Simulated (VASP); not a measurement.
Write the native input for VASP 6.6.1 that does the following.

```
Task                   : single point
Functional             : PBEsol
Potentials or basis    : VASP PAW PBE potentials, release 64 (S)
Cutoff                 : 500 eV
k mesh                 : 8 × 8 × 8
Occupations            : fermi-dirac, width 0.136057 eV
Spin                   : no spin polarisation
Dipole correction      : no
Further INCAR settings : ALGO = Normal; EDIFF = 1e-06; NBANDS = 13
```

The structure of S lies in POSCAR:

```
S
1.0
    0.0000000000      2.8407724540      2.8407724540
    2.8407724540      0.0000000000      2.8407724540
    2.8407724540      2.8407724540      0.0000000000
S
2
Direct
    0.0000000000      0.0000000000      0.0000000000
    0.2500000000      0.2500000000      0.2500000000
```

One way to write it, as run:

INCAR

```
PREC     = Accurate       # precision mode
ENCUT    = 500            # plane-wave cutoff, eV
EDIFF    = 1E-6           # SCF threshold, eV
ISMEAR   = -1             # smearing method
SIGMA    = 0.13605693000000002 # smearing width, eV
LREAL    = F              # projectors in reciprocal space
LASPH    = T              # aspherical terms in the spheres
NELM     = 120            # most SCF steps
ALGO     = Normal         # electronic algorithm
ISIF     = 2              # what is computed and relaxed
LWAVE    = F              # write WAVECAR
LCHARG   = F              # write CHGCAR
GGA      = PS             # functional
NBANDS   = 13             # bands
GGA_COMPAT= F
```

KPOINTS

```
regular mesh
0
Gamma
  8 8 8
```

Potentials or basis: VASP PAW PBE potentials, release 64 (S).

Command:

```bash
$ cat potpaw_PBE.64/S/POTCAR > POTCAR
$ mpirun -np 1 vasp_std > vasp.out
```

It gave:

```yaml
Pressure: 0.1 GPa
Band_gap_on_the_k_mesh: zero (band 6 reaches 4.17 eV, above the bottom of band 7 at 2.95 eV)
```

Caveat: the PAW data sets were made with another functional, which shifts forces and pressure a little.

It took 15 s on 1 thread of AMD EPYC 7R43 64-Core Processor (Zen 3), with other jobs on the host, peak memory 0.12 GiB.
